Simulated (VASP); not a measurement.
Set up this calculation in VASP 6.6.1, as the native input.

```yaml
Task: single point
Functional: PBE
Potentials_or_basis: VASP PAW PBE potentials, release 64 (Sr_sv)
Cutoff: 520 eV
k_mesh: 9 × 9 × 1
Occupations: gaussian, width 0.1 eV
Spin: no spin polarisation
Dipole_correction: yes
Further_INCAR_settings: ALGO = Normal; EDIFF = 1e-06; NBANDS = 28
```

The structure of Sr lies in POSCAR:

```
Sr
1.0
    4.3239926687      0.0000000007      0.0000000000
    2.1587186600      3.7465779515      0.0000000000
    0.0000000000      0.0000000000     27.5801523402
Sr
4
Direct
    0.1710807700      0.1710807700      0.3081926414
    0.5058305200      0.5058305200      0.4360626352
    0.8399375779      0.8399375779      0.5600360516
    0.5063154003      0.5063154003      0.6821171372
```

One way to write it, as run:

INCAR

```
SYSTEM = Sr
PREC = Accurate
ENCUT = 520
EDIFF = 1E-6
ISMEAR = 0
SIGMA = 0.1
LREAL = .False.
LASPH = .True.
NELM = 100
ALGO = Normal
ISIF = 2
LWAVE = .False.
LCHARG = .False.
LDIPOL = .True.
IDIPOL = 3
DIPOL = 0.5 0.5 0.497
GGA = PE
NBANDS = 28
```

KPOINTS

```
regular mesh
0
Gamma
  9 9 1
  0 0 0
```

Potentials or basis: VASP PAW PBE potentials, release 64 (Sr_sv).

The run is started by

```console
$ cat potpaw_PBE.64/Sr_sv/POTCAR > POTCAR
$ mpirun -np 1 vasp_std > vasp.out
```

It gave:

```yaml
Largest_force: 0.127 eV/Å
```

Run time: 24 min on 1 thread of Intel Xeon 8259CL (shared host), peak memory 0.65 GiB.
